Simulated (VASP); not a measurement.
# Mo (Im-3m) in VASP: further runs

The runs below take Mo through single point, relaxation of cell and atoms, with PBEsol.

Everything below comes from runs of VASP 6.6.1. Logs are shortened: lines on timing, memory, paths and dates and some standing lists are left out, and cuts for length are marked.

### 1 The cell of the first run

It takes space group Im-3m (No. 229, cubic). The conventional cell has a = 3.129 Å, b = 3.129 Å, c = 3.129 Å, α = 90.00°, β = 90.00°, γ = 90.00°. Mo (site symmetry m-3m) has 14 Mo at 2.71 to 3.13 Å within 3.6 Å.

### 2 Single point, PBEsol

Input file INCAR:

```
PREC = Accurate
ENCUT = 520
EDIFF = 1E-6
ISMEAR = 0
SIGMA = 0.1
LREAL = False
LASPH = True
NELM = 100
ALGO = Fast
ISIF = 2
LWAVE = False
LCHARG = False
GGA = PS
NBANDS = 13
```

Input file KPOINTS:

```
regular mesh
0
Gamma
  18 18 18
```

Input file POSCAR:

```
Mo
1.0
   -1.5646699832      1.5646699832      1.5646699832
    1.5646699832     -1.5646699832      1.5646699832
    1.5646699832      1.5646699832     -1.5646699832
Mo
1
Direct
    0.0000000000      0.0000000000      0.0000000000
```

Potentials or basis: VASP PAW PBE potentials, release 64 (Mo_sv).

The run is started by

```bash
$ cat potpaw_PBE.64/Mo_sv/POTCAR > POTCAR
$ mpirun -np 1 vasp_std > vasp.out
```

OUTCAR:

```text
PREC = Accurate
   ENCUT = 520
   EDIFF = 1E-6
   ISMEAR = 0
   LREAL = False
   LASPH = True
   NELM = 100
   ISIF = 2
   GGA = PS

 ion  position               nearest neighbor table
   1  0.000  0.000  0.000-

  LATTYP: Found a body centered cubic cell.
 ALAT       =     3.1293399664

  Lattice vectors:

 A1 = (  -1.5646699832,   1.5646699832,   1.5646699832)
 A2 = (   1.5646699832,  -1.5646699832,   1.5646699832)
 A3 = (   1.5646699832,   1.5646699832,  -1.5646699832)

Analysis of symmetry for initial positions (statically):
=====================================================================
 Subroutine PRICEL returns:
 Original cell was already a primitive cell.

 Routine SETGRP: Setting up the symmetry group for a
 body centered cubic supercell.

 Subroutine GETGRP returns: Found 48 space group operations
[... 9 lines left out ...]

 Routine SETGRP: Setting up the symmetry group for a
 body centered cubic supercell.

 Subroutine GETGRP returns: Found 48 space group operations
[... 11 lines left out ...]
                                     Primitive cell

  volume of cell :      15.3225

  direct lattice vectors                    reciprocal lattice vectors
    -1.564669983  1.564669983  1.564669983     0.000000000  0.319556204  0.319556204
     1.564669983 -1.564669983  1.564669983     0.319556204  0.000000000  0.319556204
     1.564669983  1.564669983 -1.564669983     0.319556204  0.319556204  0.000000000

  length of vectors
     2.710087908  2.710087908  2.710087908     0.451920717  0.451920717  0.451920717

  position of ions in fractional coordinates (direct lattice)
     0.000000000  0.000000000  0.000000000

  ion indices of the primitive-cell ions
   primitive index   ion index
                 1           1

----------------------------------------------------------------------------------------

 KPOINTS: regular mesh

Automatic generation of k-mesh.
 Grid dimensions read from file:
 generate k-points for:   18   18   18

 Generating k-lattice:

  Cartesian coordinates                     Fractional coordinates (reciprocal lattice)
     0.000000000  0.017753122  0.017753122     0.055555556  0.000000000  0.000000000
     0.017753122  0.000000000  0.017753122     0.000000000  0.055555556  0.000000000
     0.017753122  0.017753122  0.000000000     0.000000000  0.000000000  0.055555556

  Length of vectors
     0.025106707  0.025106707  0.025106707

  Shift w.r.t. Gamma in fractional coordinates (k-lattice)
     0.000000000  0.000000000  0.000000000

 Subroutine IBZKPT returns following result:
 ===========================================

 Found    195 irreducible k-points:

 Following reciprocal coordinates:
            Coordinates               Weight
  0.000000  0.000000  0.000000      1.000000
  0.055556  0.000000  0.000000     12.000000
  0.111111  0.000000  0.000000     12.000000
  0.166667  0.000000  0.000000     12.000000
  0.222222  0.000000  0.000000     12.000000
  0.277778  0.000000  0.000000     12.000000
[... 16 lines left out ...]
  0.333333  0.111111  0.000000     48.000000
  0.388889  0.111111  0.000000     48.000000
 [... further k-points ...]
   k-points           NKPTS =    195   k-points in BZ     NKDIM =    195   number of bands    NBANDS=     13
   number of dos      NEDOS =    301   number of ions     NIONS =      1
   total plane-waves  NPLWV =   8000
   dimension x,y,z NGX =    20 NGY =   20 NGZ =   20
   dimension x,y,z NGXF=    40 NGYF=   40 NGZF=   40
   ions per type =               1
   NGX,Y,Z   is equivalent  to a cutoff of  12.27, 12.27, 12.27 a.u.
   NGXF,Y,Z  is equivalent  to a cutoff of  24.54, 24.54, 24.54 a.u.
 SYSTEM =  unknown system
   PREC   = accura    normal or accurate (medium, high low for compatibility)
   ISTART =      0    job   : 0-new  1-cont  2-samecut
   ICHARG =      2    charge: 1-file 2-atom 10-const
   ISPIN  =      1    spin polarized calculation?
   LNONCOLLINEAR =      F non collinear calculations
   LSORBIT =      F    spin-orbit coupling
   LASPH  =      T    aspherical Exc in radial PAW
   ENCUT  =  520.0 eV  38.22 Ry    6.18 a.u.   5.04  5.04  5.04*2*pi/ulx,y,z
   NELM   =    100;   NELMIN=  2; NELMDL= -5     # of ELM steps
   EDIFF  = 0.1E-05   stopping-criterion for ELM
   LREAL  =      F    real-space projection
[... 7 lines left out ...]
   TEBEG  =    0.0;   TEEND  =   0.0 temperature during run
   PSTRESS=    0.0 pullay stress
   NELECT =      14.0000    total number of electrons
   NUPDOWN=      -1.0000    fix difference up-down
   EMIN   =  10.00;   EMAX   =-10.00  energy-range for DOS
   EFERMI =   0.00;   METHOD = LEGACY
   ISMEAR =     0;   SIGMA  =   0.10  broadening in eV -4-tet -1-fermi 0-gaus
   EFERMI_NEDOS =   21; number of points for ismear=-14 and -15
   IALGO  =     68    algorithm
   IMIX   =      4    mixing-type and parameters
     AMIX     =   0.40;   BMIX     =  1.00
     AMIX_MAG =   1.60;   BMIX_MAG =  1.00
  volume/ion in A,a.u.               =      15.32       103.40
  Fermi-wavevector in a.u.,A,eV,Ry     =   1.588576  3.001974 34.335320  2.523575
  Thomas-Fermi vector in A             =   2.687559
   LORBIT       =      0    0 simple, 1 ext, 2 COOP (PROOUT), +10 PAW based schemes
   GGA     = PS    functional components
   LHFCALC =     F    Hartree Fock is set to
   AEXX    =    0.0000 exact exchange contribution
   IVDW    =     0    specifies the selected vdW correction
   LEPSILON=     F    determine dielectric tensor
   LRPA    =     F    only Hartree local field effects (RPA)
 non-spin polarized calculation
 RMM-DIIS sequential band-by-band and
 Gauss-broadening in eV      SIGMA  =   0.10
  energy-cutoff  :      520.00
  volume of cell :       15.32
 maximum number of plane-waves:       426
   NGX =  9   NGY =  9   NGZ =  9

 number of electron      13.9999998 magnetization

 Free energy of the ion-electron system (eV)
  ---------------------------------------------------
  ext. energy  EPLUGINS =         0.00000000
  ---------------------------------------------------
  free energy    TOTEN  =       -11.77799160 eV

  energy without entropy =      -11.77567812  energy(sigma->0) =      -11.77683486

 E-fermi :  12.8081     XC(G=0): -13.6418

 val. band max:       12.8066520789   @ k =  -0.3889   0.4444   0.2778
 cond. band min:      12.8124952562   @ k =   0.3889   0.1111   0.0000
 fundamental gap:      0.0058431773
 Fermi energy:        12.8080730900

 k-point     1 :       0.0000    0.0000    0.0000
  band No.  band energies     occupation
      1     -48.4083      2.00000
      2     -21.6475      2.00000
      3     -21.6475      2.00000
      4     -21.6475      2.00000
      5       5.4383      2.00000
      6      11.3830      2.00000
      7      11.3830      2.00000
      8      11.3830      2.00000
      9      14.4726      0.00000
     10      14.4726      0.00000
     11      27.6260      0.00000
     12      27.6260      0.00000
     13      27.6260      0.00000

 k-point     2 :       0.0556    0.0000    0.0000
  band No.  band energies     occupation
      1     -48.3999      2.00000
      2     -21.6963      2.00000
      3     -21.6625      2.00000
      4     -21.6479      2.00000
      5       5.5790      2.00000
      6      11.3024      2.00000
      7      11.3700      2.00000
      8      11.5153      2.00000
      9      14.3512      0.00000
     10      14.4743      0.00000
     11      27.7345      0.00000
     12      27.8634      0.00000
     13      27.9156      0.00000

 k-point     3 :       0.1111    0.0000    0.0000
  band No.  band energies     occupation
      1     -48.3753      2.00000
      2     -21.8352      2.00000
      3     -21.7053      2.00000
      4     -21.6491      2.00000
      5       5.9801      2.00000
      6      11.0789      2.00000
      7      11.3126      2.00000
      8      11.9069      2.00000
      9      14.0854      0.00000
     10      14.4850      0.00000
     11      27.9970      0.00000
     12      28.5554      0.00000
     13      28.6407      0.00000

 k-point     4 :       0.1667    0.0000    0.0000
  band No.  band energies     occupation
      1     -48.3374      2.00000
      2     -22.0443      2.00000
      3     -21.7703      2.00000
      4     -21.6508      2.00000
      5       6.5688      2.00000
      6      10.7578      2.00000
      7      11.1932      2.00000
      8      12.5412      1.99984
      9      13.8814      0.00000
     10      14.5183      0.00000
     11      28.1938      0.00000
     12      29.3785      0.00000
     13      29.6490      0.00000

 k-point     5 :       0.2222    0.0000    0.0000
  band No.  band energies     occupation
      1     -48.2906      2.00000
      2     -22.2949      2.00000
      3     -21.8491      2.00000
      4     -21.6530      2.00000
      5       7.1887      2.00000
      6      10.3937      2.00000
      7      11.1179      2.00000
      8      13.3885      0.00000
      9      13.8705      0.00000
     10      14.5879      0.00000
     11      27.9790      0.00000
     12      29.4974      0.00000
     13      31.0751      0.00000

 k-point     6 :       0.2778    0.0000    0.0000
  band No.  band energies     occupation
      1     -48.2404      2.00000
      2     -22.5551      2.00000
      3     -21.9318      2.00000
      4     -21.6554      2.00000
      5       7.5894      2.00000
      6      10.0359      2.00000
      7      11.3657      2.00000
      8      14.0335      0.00000
      9      14.4016      0.00000
     10      14.6998      0.00000
     11      27.2624      0.00000
     12      28.7222      0.00000
     13      32.7572      0.00000

 k-point     7 :       0.3333    0.0000    0.0000
  band No.  band energies     occupation
      1     -48.1928      2.00000
      2     -22.7939      2.00000
      3     -22.0085      2.00000
      4     -21.6577      2.00000
      5       7.6427      2.00000
      6       9.7230      2.00000
      7      12.0848      2.00000
      8      14.2821      0.00000
      9      14.8454      0.00000
     10      15.5042      0.00000
     11      26.3445      0.00000
     12      27.4528      0.00000
     13      34.0694      0.00000
[... 193 lines left out ...]
 k-point    20 :       0.1667    0.1111    0.0000
  band No.  band energies     occupation
      1     -48.2723      2.00000
      2     -22.3668      2.00000
      3     -21.8526      2.00000
      4     -21.7078      2.00000
      5       7.5315      2.00000
      6      10.4259      2.00000
      7      10.6808      2.00000
      8      13.5872      0.00000
      9      13.9807      0.00000
     10      14.8544      0.00000
     11      28.5447      0.00000
     12      29.2140      0.00000
     13      30.6811      0.00000

 k-point    21 :       0.2222    0.1111    0.0000
  band No.  band energies     occupation
      1     -48.2249      2.00000
      2     -22.5885      2.00000
      3     -21.9484      2.00000
      4     -21.7153      2.00000
      5       7.9642      2.00000
      6      10.0761      2.00000
      7      10.8232      2.00000
      8      13.7156      0.00000
      9      14.9347      0.00000
     10      15.1541      0.00000
     11      27.6057      0.00000
     12      28.7083      0.00000
     13      31.8354      0.00000

 k-point    22 :       0.2778    0.1111    0.0000
  band No.  band energies     occupation
      1     -48.1801      2.00000
      2     -22.7909      2.00000
      3     -22.0412      2.00000
      4     -21.7204      2.00000
      5       8.0297      2.00000
      6       9.7873      2.00000
      7      11.3940      2.00000
      8      13.9813      0.00000
      9      15.1237      0.00000
     10      16.2997      0.00000
     11      26.5775      0.00000
     12      27.6192      0.00000
     13      32.2410      0.00000

 k-point    23 :       0.3333    0.1111    0.0000
  band No.  band energies     occupation
      1     -48.1433      2.00000
      2     -22.9526      2.00000
      3     -22.1173      2.00000
      4     -21.7240      2.00000
      5       7.8876      2.00000
      6       9.5752      2.00000
      7      12.1670      2.00000
      8      14.2645      0.00000
      9      15.3015      0.00000
     10      17.4516      0.00000
     11      25.6313      0.00000
     12      26.4153      0.00000
     13      30.9538      0.00000

 k-point    24 :       0.3889    0.1111    0.0000
  band No.  band energies     occupation
      1     -48.1192      2.00000
      2     -23.0567      2.00000
      3     -22.1670      2.00000
      4     -21.7262      2.00000
      5       7.7418      2.00000
      6       9.4450      2.00000
      7      12.8125      0.95013
      8      14.3888      0.00000
      9      15.5669      0.00000
     10      18.3546      0.00000
     11      24.7529      0.00000
     12      25.6553      0.00000
     13      30.0134      0.00000

 [... further k-points ...]

------------------------ aborting loop because EDIFF is reached ----------------------------------------

  FORCE on cell =-STRESS in cart. coord.  units (eV):
  Direction    XX          YY          ZZ          XY          YZ          ZX
  --------------------------------------------------------------------------------------
  -------------------------------------------------------------------------------------
  Total        0.0528869      0.0528869      0.0528869      0.0000000     -0.0000000      0.0000000
  in kB        5.5300722      5.5300722      5.5300722      0.0000000     -0.0000000      0.0000000
  external PRESSURE =       5.5300722 kB  Pullay stress =       0.0000000 kB

 VOLUME and BASIS-vectors are now :
 -----------------------------------------------------------------------------
  energy-cutoff  :      520.00
  volume of cell :       15.32
      direct lattice vectors                 reciprocal lattice vectors
    -1.564669983  1.564669983  1.564669983     0.000000000  0.319556204  0.319556204
     1.564669983 -1.564669983  1.564669983     0.319556204  0.000000000  0.319556204
     1.564669983  1.564669983 -1.564669983     0.319556204  0.319556204  0.000000000

 POSITION                                       TOTAL-FORCE (eV/Angst)
 -----------------------------------------------------------------------------------
      0.00000      0.00000      0.00000        -0.000000     -0.000000      0.000000
 -----------------------------------------------------------------------------------
    total drift:                               -0.000000     -0.000000      0.000000

  FREE ENERGIE OF THE ION-ELECTRON SYSTEM (eV)
  ---------------------------------------------------
  free  energy   TOTEN  =       -11.7779915980 eV

  energy  without entropy=      -11.7756781204  energy(sigma->0) =      -11.77683486
```

Run time: 12 s. Hardware: 1 thread of Intel Xeon 6975P-C (Granite Rapids), shared host; peak memory 0.15 GiB.

What came out:

- Free energy: -11.7780 eV
- Pressure: 0.6 GPa
- Band gap on the k mesh: zero (band 7 reaches 16.91 eV, above the bottom of band 8 at 11.38 eV)

Levels at points of the mesh, in eV from the Fermi level:
| k point | band 3 | band 4 | band 5 | band 6 | band 7 | band 8 | band 9 | band 10 | band 11 | band 12 |
| --- | --- | --- | --- | --- | --- | --- | --- | --- | --- | --- |
| (0.00, 0.00, 0.00) | -34.46 | -34.46 | -7.37 | -1.43 | -1.43 | -1.43 | 1.66 | 1.66 | 14.82 | 14.82 |
| (0.50, 0.00, 0.00) | -34.93 | -34.47 | -5.49 | -3.53 | 1.66 | 1.71 | 2.36 | 4.90 | 11.93 | 11.95 |
| (0.50, 0.50, 0.50) | -35.49 | -35.49 | -5.64 | -5.64 | 4.11 | 4.11 | 4.11 | 9.16 | 9.16 | 9.16 |

Caveat: the PAW data sets were made with another functional, which shifts forces and pressure a little.

### 3 Relaxation of cell and atoms, PBEsol

This run uses another cell than the first one, of 15.36 Å³/atom, 1.002 times its volume.

Input file INCAR:

```
PREC     = Accurate       # precision mode
ENCUT    = 600            # plane-wave cutoff, eV
EDIFF    = 1E-7           # SCF threshold, eV
ISMEAR   = 0              # smearing method
SIGMA    = 0.1            # smearing width, eV
LREAL    = False          # projectors in reciprocal space
LASPH    = True           # aspherical terms in the spheres
NELM     = 80             # most SCF steps
ALGO     = Normal         # electronic algorithm
ISIF     = 3              # what is computed and relaxed
LWAVE    = False          # write WAVECAR
LCHARG   = False          # write CHGCAR
GGA      = PS             # functional
IBRION   = 2              # ionic algorithm
NSW      = 100            # ionic steps
EDIFFG   = -0.005         # ionic threshold
```

Input file KPOINTS:

```
Automatic mesh
0
Gamma
  18 18 18
```

Input file POSCAR:

```
Mo
1.0
   -1.5658765996      1.5658765996      1.5658765996
    1.5658765996     -1.5658765996      1.5658765996
    1.5658765996      1.5658765996     -1.5658765996
Mo
1
Direct
    0.0000000000      0.0000000000      0.0000000000
```

Potentials or basis: VASP PAW PBE potentials, release 64 (Mo_sv).

The run is started by

```bash
$ cat potpaw_PBE.64/Mo_sv/POTCAR > POTCAR
$ mpirun -np 1 vasp_std > vasp.out
```

Run time: 22 s. Hardware: 1 thread of Intel Xeon 6975P-C (Granite Rapids), shared host; peak memory 0.18 GiB.

It converged, with:

```
Free energy                            : -11.7782 eV
Relaxed volume                         : 15.35 Å³/atom
Relaxed cell                           : a = 2.712 Å, b = 2.712 Å, c = 2.712 Å, α = 109.47°, β = 109.47°, γ = 109.47°
Space group after relaxing (to 0.05 Å) : Im-3m (No. 229)
Energy gained by relaxing              : 0.0 meV/atom
Ionic steps                            : 3
Pressure after relaxing                : 0.0 GPa
Band gap on the k mesh                 : zero (band 7 reaches 16.88 eV, above the bottom of band 8 at 11.36 eV)
```

Final structure:
```
Mo
1.0
    -1.56550    1.56550    1.56550
     1.56550   -1.56550    1.56550
     1.56550    1.56550   -1.56550
Mo
1
Direct
  0.00000 0.00000 0.00000
```

Levels at points of the mesh, in eV from the Fermi level:
```csv
k point,band 5,band 6,band 7,band 8,band 9,band 10
"(0.00, 0.00, 0.00)",-7.36,-1.42,-1.42,-1.42,1.66,1.66
"(0.50, 0.00, 0.00)",-5.48,-3.52,1.66,1.71,2.35,4.89
"(0.50, 0.50, 0.50)",-5.63,-5.63,4.10,4.10,4.10,9.15
```

Caveat: the PAW data sets were made with another functional, which shifts forces and pressure a little.
